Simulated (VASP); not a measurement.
Crystal: BaZn2H6.

```
CELL_PARAMETERS angstrom
6.39730 0.00000 0.00000
0.00000 6.39730 0.00000
0.00000 0.00000 4.52357
ATOMIC_POSITIONS crystal
Ba 0.50000 0.50000 0.50000
Zn 0.00000 0.50000 0.00000
Zn 0.50000 0.00000 0.00000
H 0.00000 0.50000 0.50000
H 0.50000 0.00000 0.50000
H 0.25000 0.75000 0.00000
H 0.75000 0.25000 0.00000
H 0.25000 0.25000 0.00000
H 0.75000 0.75000 0.00000
```

This cell differs from its parent crystal: atoms taken out.

```yaml
Program: VASP 6.6.1
Task: relaxation of cell and atoms
Functional: PBE
Potentials_or_basis: VASP PAW PBE potentials, release 64 (Ba_sv, Zn, H)
Cutoff: 600 eV
k_mesh: 4 × 4 × 4
Occupations: gaussian, width 0.1 eV
Spin: no spin polarisation
```

At the start: pressure -9.5 GPa; volume 20.57 Å³/atom.

**Question.** Where does the relaxation end?

**Answer.** Over 11 steps the energy falls by 371.7 meV/atom and the volume is 12.53 Å³/atom (-39.1 %); space group P4/mmm (No. 123, to 0.1 Å) before and after.

The path:
```
step  energy change (eV)  largest force (eV/Å)  pressure (GPa)  volume (Å³)
   1              0.0000                0.4485           -9.50       185.13
   2             -1.8155                0.3547           -8.69       154.34
   3             -1.2022                0.4719           29.69        82.77
   4             -3.1108                0.2113           -4.61       125.51
   5             -3.3171                0.0503            1.41       109.50
   6             -3.3277                0.0868           -0.08       112.55
   7             -3.3269                0.0726            0.48       111.33
   8             -3.3346                0.0552            0.48       111.37
   9             -3.3430                0.0033            0.53       111.45
  10             -3.3432                0.0088            0.52       111.45
  11             -3.3450                0.0155           -0.09       112.79
```

Final structure:
```
Ba Zn H
1.0
     5.33961    0.00000    0.00000
     0.00000    5.33961    0.00000
     0.00000    0.00000    3.95595
Ba Zn H
1 2 6
Direct
  0.50000 0.50000 0.50000
  0.00000 0.50000 0.00000
  0.50000 0.00000 0.00000
  0.00000 0.50000 0.50000
  0.50000 0.00000 0.50000
  0.25834 0.74166 0.00000
  0.74166 0.25834 0.00000
  0.25834 0.25834 0.00000
  0.74166 0.74166 0.00000
```

Caveat: the cell differs from its parent crystal (atoms taken out); the volume moved by over 15 % at a fixed basis, so the end points are rough.
